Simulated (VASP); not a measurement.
# Ce (Fm-3m) in VASP: a series of runs

Ce is run at these levels: PBE; tasks: single point.

Program: VASP 6.6.1. These are calculated values, not measurements. Logs are shortened: lines on timing, memory, paths and dates and some standing lists are left out, and cuts for length are marked.

## 1. The cell of the first run

The structure is cubic, space group Fm-3m (No. 225). The conventional cell has a = 4.755 Å, b = 4.755 Å, c = 4.755 Å, α = 90.00°, β = 90.00°, γ = 90.00°. Within 4.4 Å of Ce (site symmetry m-3m) lie 12 Ce at 3.36 Å.

## 2. Single point, PBE

The input, INCAR:

```
ALGO = Normal ; EDIFF = 1E-7
ENCUT = 520 ; GGA = PE
ISIF = 2 ; ISMEAR = -1
LASPH = T ; LCHARG = T
LELF = T ; LREAL = F
LVHAR = T ; LWAVE = F
NBANDS = 12 ; NELM = 100
PREC = Accurate ; SIGMA = 0.1
```

The input, KPOINTS:

```
k-points
0
Gamma
  7 7 7
```

The input, POSCAR:

```
Ce
1.0
    0.0000000000      2.3774557595      2.3774557595
    2.3774557595      0.0000000000      2.3774557595
    2.3774557595      2.3774557595      0.0000000000
Ce
1
Direct
    0.0000000000      0.0000000000      0.0000000000
```

Potentials or basis: VASP PAW PBE potentials, release 64 (Ce).

The run is started by

```sh
> cat potpaw_PBE.64/Ce/POTCAR > POTCAR
> mpirun -np 1 vasp_std > vasp.out
```

OUTCAR:

```text
EDIFF = 1E-7
   ENCUT = 520
   GGA = PE
   ISIF = 2
   ISMEAR = -1
   LASPH = T
   LREAL = F
   NELM = 100
   PREC = Accurate

 ion  position               nearest neighbor table
   1  0.000  0.000  0.000-

  LATTYP: Found a face centered cubic cell.
 ALAT       =     4.7549115190

  Lattice vectors:

 A1 = (   0.0000000000,   2.3774557595,   2.3774557595)
 A2 = (   2.3774557595,   0.0000000000,   2.3774557595)
 A3 = (   2.3774557595,   2.3774557595,   0.0000000000)

Analysis of symmetry for initial positions (statically):
=====================================================================
 Subroutine PRICEL returns:
 Original cell was already a primitive cell.

 Routine SETGRP: Setting up the symmetry group for a
 face centered cubic supercell.

 Subroutine GETGRP returns: Found 48 space group operations
 (whereof 48 operations were pure point group operations)
 out of a pool of 48 trial point group operations.

The static configuration has the point symmetry O_h .

Analysis of symmetry for dynamics (positions and initial velocities):
=====================================================================
 Subroutine PRICEL returns:
 Original cell was already a primitive cell.

 Routine SETGRP: Setting up the symmetry group for a
 face centered cubic supercell.

 Subroutine GETGRP returns: Found 48 space group operations
 (whereof 48 operations were pure point group operations)
 out of a pool of 48 trial point group operations.

The dynamic configuration has the point symmetry O_h .

 Subroutine INISYM returns: Found 48 space group operations
 (whereof 48 operations are pure point group operations),
 and found     1 'primitive' translations

----------------------------------------------------------------------------------------

                                     Primitive cell

  volume of cell :      26.8762

  direct lattice vectors                    reciprocal lattice vectors
     0.000000000  2.377455760  2.377455760    -0.210308856  0.210308856  0.210308856
     2.377455760  0.000000000  2.377455760     0.210308856 -0.210308856  0.210308856
     2.377455760  2.377455760  0.000000000     0.210308856  0.210308856 -0.210308856

  length of vectors
     3.362230179  3.362230179  3.362230179     0.364265623  0.364265623  0.364265623

  position of ions in fractional coordinates (direct lattice)
     0.000000000  0.000000000  0.000000000

  ion indices of the primitive-cell ions
   primitive index   ion index
                 1           1

----------------------------------------------------------------------------------------

 KPOINTS: k-points

Automatic generation of k-mesh.
 Grid dimensions read from file:
 generate k-points for:    7    7    7

 Generating k-lattice:

  Cartesian coordinates                     Fractional coordinates (reciprocal lattice)
    -0.030044122  0.030044122  0.030044122     0.142857143  0.000000000  0.000000000
     0.030044122 -0.030044122  0.030044122     0.000000000  0.142857143  0.000000000
     0.030044122  0.030044122 -0.030044122     0.000000000  0.000000000  0.142857143

  Length of vectors
     0.052037946  0.052037946  0.052037946

  Shift w.r.t. Gamma in fractional coordinates (k-lattice)
     0.000000000  0.000000000  0.000000000

 Subroutine IBZKPT returns following result:
 ===========================================

 Found     20 irreducible k-points:

 Following reciprocal coordinates:
            Coordinates               Weight
  0.000000  0.000000  0.000000      1.000000
  0.142857  0.000000  0.000000      8.000000
  0.285714  0.000000  0.000000      8.000000
  0.428571  0.000000  0.000000      8.000000
  0.142857  0.142857  0.000000      6.000000
  0.285714  0.142857  0.000000     24.000000
[... 12 lines left out ...]
 -0.428571  0.428571  0.142857     24.000000
 -0.285714  0.428571  0.142857     24.000000
   k-points           NKPTS =     20   k-points in BZ     NKDIM =     20   number of bands    NBANDS=     12
   number of dos      NEDOS =    301   number of ions     NIONS =      1
   total plane-waves  NPLWV =  21952
   dimension x,y,z NGX =    28 NGY =   28 NGZ =   28
   dimension x,y,z NGXF=    56 NGYF=   56 NGZF=   56
   ions per type =               1
   NGX,Y,Z   is equivalent  to a cutoff of  13.84, 13.84, 13.84 a.u.
   NGXF,Y,Z  is equivalent  to a cutoff of  27.69, 27.69, 27.69 a.u.
 SYSTEM =  unknown system
   PREC   = accura    normal or accurate (medium, high low for compatibility)
   ISTART =      0    job   : 0-new  1-cont  2-samecut
   ICHARG =      2    charge: 1-file 2-atom 10-const
   ISPIN  =      1    spin polarized calculation?
   LNONCOLLINEAR =      F non collinear calculations
   LSORBIT =      F    spin-orbit coupling
   LASPH  =      T    aspherical Exc in radial PAW
   ENCUT  =  520.0 eV  38.22 Ry    6.18 a.u.   6.25  6.25  6.25*2*pi/ulx,y,z
   NELM   =    100;   NELMIN=  2; NELMDL= -5     # of ELM steps
   EDIFF  = 0.1E-06   stopping-criterion for ELM
   LREAL  =      F    real-space projection
   EDIFFG = 0.1E-05   stopping-criterion for IOM
   NSW    =      0    number of steps for IOM
   IBRION =     -1    ionic relax: 0-MD 1-quasi-New 2-CG
   NFREE  =      0    steps in history (QN), initial steepest desc. (CG)
   ISIF   =      2    stress and relaxation
   ISYM   =      2    0-nonsym 1-usesym 2-fastsym
   POTIM  = 0.5000    time-step for ionic-motion
   TEBEG  =    0.0;   TEEND  =   0.0 temperature during run
   PSTRESS=    0.0 pullay stress
   NELECT =      12.0000    total number of electrons
   NUPDOWN=      -1.0000    fix difference up-down
   EMIN   =  10.00;   EMAX   =-10.00  energy-range for DOS
   EFERMI =   0.00;   METHOD = LEGACY
   ISMEAR =    -1;   SIGMA  =   0.10  broadening in eV -4-tet -1-fermi 0-gaus
   EFERMI_NEDOS =   21; number of points for ismear=-14 and -15
   IALGO  =     38    algorithm
   IMIX   =      4    mixing-type and parameters
     AMIX     =   0.40;   BMIX     =  1.00
     AMIX_MAG =   1.60;   BMIX_MAG =  1.00
  volume/ion in A,a.u.               =      26.88       181.37
  Fermi-wavevector in a.u.,A,eV,Ry     =   1.251256  2.364531 21.301843  1.565641
  Thomas-Fermi vector in A             =   2.385212
   LORBIT       =      0    0 simple, 1 ext, 2 COOP (PROOUT), +10 PAW based schemes
   GGA     = PE    functional components
   LHFCALC =     F    Hartree Fock is set to
   AEXX    =    0.0000 exact exchange contribution
   IVDW    =     0    specifies the selected vdW correction
   LEPSILON=     F    determine dielectric tensor
   LRPA    =     F    only Hartree local field effects (RPA)
 non-spin polarized calculation
  energy-cutoff  :      520.00
  volume of cell :       26.88
 maximum number of plane-waves:       739
 NGX is ok and might be reduce to    28
   NGX = 13   NGY = 13   NGZ = 13

 number of electron      12.0000000 magnetization

 Free energy of the ion-electron system (eV)
  ---------------------------------------------------
  ext. energy  EPLUGINS =         0.00000000
  ---------------------------------------------------
  free energy    TOTEN  =        -5.98273507 eV

  energy without entropy =       -5.87793466  energy(sigma->0) =       -5.93033486

 E-fermi :   9.2693     XC(G=0): -11.2138

 val. band max:        9.2455986691   @ k =  -0.2857   0.4286   0.1429
 cond. band min:       9.2883984797   @ k =   0.4286   0.2857   0.1429
 fundamental gap:      0.0427998106
 Fermi energy:         9.2693471947

 k-point     1 :       0.0000    0.0000    0.0000
  band No.  band energies     occupation
      1     -25.4850      2.00000
      2      -6.7211      2.00000
      3      -6.7211      2.00000
      4      -6.7211      2.00000
      5       6.3293      2.00000
      6       9.0844      1.72803
      7       9.6636      0.03806
      8       9.6636      0.03806
      9       9.6636      0.03806
     10      10.3986      0.00002
     11      10.3986      0.00002
     12      10.3986      0.00002

 k-point     2 :       0.1429    0.0000    0.0000
  band No.  band energies     occupation
      1     -25.3959      2.00000
      2      -7.3248      2.00000
      3      -6.7894      2.00000
      4      -6.7894      2.00000
      5       7.1075      2.00000
      6       8.9202      1.94091
      7       9.5868      0.08030
      8       9.6971      0.02737
      9       9.6971      0.02737
     10      10.0872      0.00056
     11      10.0872      0.00056
     12      10.4028      0.00002

 k-point     3 :       0.2857    0.0000    0.0000
  band No.  band energies     occupation
      1     -25.1880      2.00000
      2      -8.5135      2.00000
      3      -6.9381      2.00000
      4      -6.9381      2.00000
      5       7.5382      2.00000
      6       9.3540      0.60020
      7       9.6013      0.06982
      8       9.7732      0.01288
      9       9.7732      0.01288
     10       9.9194      0.00300
     11       9.9194      0.00300
     12      10.4123      0.00002
[... 226 lines left out ...]
 k-point    19 :      -0.4286    0.4286    0.1429
  band No.  band energies     occupation
      1     -24.8462      2.00000
      2      -8.9815      2.00000
      3      -8.0002      2.00000
      4      -7.6818      2.00000
      5       7.4559      2.00000
      6       8.1262      1.99998
      7       9.6567      0.04072
      8       9.7735      0.01284
      9       9.9275      0.00277
     10       9.9832      0.00159
     11      10.1567      0.00028
     12      10.1990      0.00018

 k-point    20 :      -0.2857    0.4286    0.1429
  band No.  band energies     occupation
      1     -24.8298      2.00000
      2      -8.6690      2.00000
      3      -8.5208      2.00000
      4      -7.6379      2.00000
      5       7.8885      2.00000
      6       9.2456      1.11819
      7       9.5427      0.12208
      8       9.5527      0.11108
      9       9.8992      0.00367
     10       9.9823      0.00160
     11      10.1724      0.00024
     12      10.2977      0.00007

------------------------ aborting loop because EDIFF is reached ----------------------------------------

  FORCE on cell =-STRESS in cart. coord.  units (eV):
  Direction    XX          YY          ZZ          XY          YZ          ZX
  --------------------------------------------------------------------------------------
  -------------------------------------------------------------------------------------
  Total       -0.0402026     -0.0402026     -0.0402026      0.0000000     -0.0000000      0.0000000
  in kB       -2.3966098     -2.3966098     -2.3966098      0.0000000     -0.0000000      0.0000000
  external PRESSURE =      -2.3966098 kB  Pullay stress =       0.0000000 kB

 VOLUME and BASIS-vectors are now :
 -----------------------------------------------------------------------------
  energy-cutoff  :      520.00
  volume of cell :       26.88
      direct lattice vectors                 reciprocal lattice vectors
     0.000000000  2.377455760  2.377455760    -0.210308856  0.210308856  0.210308856
     2.377455760  0.000000000  2.377455760     0.210308856 -0.210308856  0.210308856
     2.377455760  2.377455760  0.000000000     0.210308856  0.210308856 -0.210308856

 POSITION                                       TOTAL-FORCE (eV/Angst)
 -----------------------------------------------------------------------------------
      0.00000      0.00000      0.00000        -0.000000     -0.000000     -0.000000
 -----------------------------------------------------------------------------------
    total drift:                                0.000000     -0.000000      0.000000

  FREE ENERGIE OF THE ION-ELECTRON SYSTEM (eV)
  ---------------------------------------------------
  free  energy   TOTEN  =        -5.9827350684 eV

  energy  without entropy=       -5.8779346579  energy(sigma->0) =       -5.93033486
```

Wall time 11 s (1 thread of Intel Xeon 6975P-C, shared host); peak memory 0.16 GiB.

What came out:

| Quantity | Value |
| --- | --- |
| Free energy | -5.9827 eV |
| Pressure | -0.2 GPa |
| Band gap on the k mesh | zero (band 6 reaches 9.42 eV, above the bottom of band 7 at 9.29 eV) |

Levels at points of the mesh, in eV from the Fermi level:
| k point | band 4 | band 5 | band 6 | band 7 | band 8 | band 9 |
| --- | --- | --- | --- | --- | --- | --- |
| (0.00, 0.00, 0.00) | -15.99 | -2.94 | -0.18 | 0.39 | 0.39 | 0.39 |

Caveat: spin-orbit coupling is left out, which moves the levels of the heavy elements. Spin polarisation is off, so any magnetic state and its effect on volume and gap are missing.

## 3. Single point, PBE

The input, INCAR:

```
SYSTEM = Ce
PREC = Accurate ; ENCUT = 520
EDIFF = 1E-6 ; ISMEAR = -1
SIGMA = 0.1 ; LREAL = .False.
LASPH = .True. ; NELM = 100
ALGO = Normal ; ISIF = 2
LWAVE = .False. ; LCHARG = .True.
GGA = PE ; LELF = .True.
LVHAR = .True. ; NBANDS = 12
```

The input, KPOINTS:

```
regular mesh
0
Gamma
  9 9 9
  0 0 0
```

POSCAR is that of step 2.

Potentials or basis: VASP PAW PBE potentials, release 64 (Ce).

The run is started by

```sh
> cat potpaw_PBE.64/Ce/POTCAR > POTCAR
> mpirun -np 1 vasp_std > vasp.out
```

Run time: 16 s. Hardware: 1 thread of Intel Xeon 6975P-C, shared host; peak memory 0.17 GiB.

It converged, with:

```yaml
Free_energy: -5.9706 eV
Pressure: -0.3 GPa
Band_gap_on_the_k_mesh: zero (band 6 reaches 9.57 eV, above the bottom of band 7 at 9.26 eV)
```

Levels at points of the mesh, in eV from the Fermi level:
| k point | band 3 | band 4 | band 5 | band 6 | band 7 | band 8 | band 9 | band 10 |
| --- | --- | --- | --- | --- | --- | --- | --- | --- |
| (0.00, 0.00, 0.00) | -15.96 | -15.96 | -2.92 | -0.15 | 0.42 | 0.42 | 0.42 | 1.16 |

Caveat: spin-orbit coupling is left out, which moves the levels of the heavy elements. Spin polarisation is off, so any magnetic state and its effect on volume and gap are missing.

## 4. Single point, PBE

The input, INCAR:

```
SYSTEM = Ce
PREC = Accurate
ENCUT = 520
EDIFF = 1E-7
ISMEAR = -1
SIGMA = 0.1
LREAL = .FALSE.
LASPH = .TRUE.
NELM = 80
ALGO = Normal
ISIF = 2
LWAVE = .FALSE.
LCHARG = .FALSE.
GGA = PE
NBANDS = 12
```

The input, KPOINTS:

```
regular mesh
0
G
  12 12 12
  0 0 0
```

POSCAR is that of step 3.

The run is started by

```sh
> cat potpaw_PBE.64/Ce/POTCAR > POTCAR
> mpirun -np 1 vasp_std > vasp.out
```

Wall time 34 s (1 thread of Intel Xeon 6975P-C, shared host); peak memory 0.18 GiB.

The run converged. Its results:

```yaml
Free_energy: -5.9761 eV
Pressure: -0.3 GPa
Band_gap_on_the_k_mesh: zero (band 6 reaches 9.56 eV, above the bottom of band 7 at 9.03 eV)
```

Levels at points of the mesh, in eV from the Fermi level:
```csv
k point,band 2,band 3,band 4,band 5,band 6,band 7,band 8,band 9,band 10,band 11
"(0.00, 0.00, 0.00)",-15.97,-15.97,-15.97,-2.92,-0.17,0.41,0.41,0.41,1.15,1.15
"(0.50, 0.00, 0.00)",-18.73,-16.32,-16.32,-2.05,-0.08,0.49,0.49,0.76,0.97,0.97
"(0.50, 0.50, 0.00)",-18.52,-16.96,-16.96,-2.81,-2.15,0.54,0.64,0.64,0.70,0.87
```

Caveat: spin-orbit coupling is left out, which moves the levels of the heavy elements.

## 5. Summary

```csv
k mesh,gap on the mesh (eV),pressure (GPa)
7 × 7 × 7,none,-0.2
9 × 9 × 9,none,-0.3
12 × 12 × 12,none,-0.3
```

Alike in all rows: task single point; level PBE; potentials or basis VASP PAW PBE potentials, release 64 (Ce); no spin polarisation; cell as given; cutoff (eV) 520; smearing fermi-dirac 0.1 eV.

Every run on the cell as given and a fine mesh finds a metal.

Caveats: spin-orbit coupling is left out, which moves the levels of the heavy elements.

Absolute energies hang on the potentials; compare differences alone.
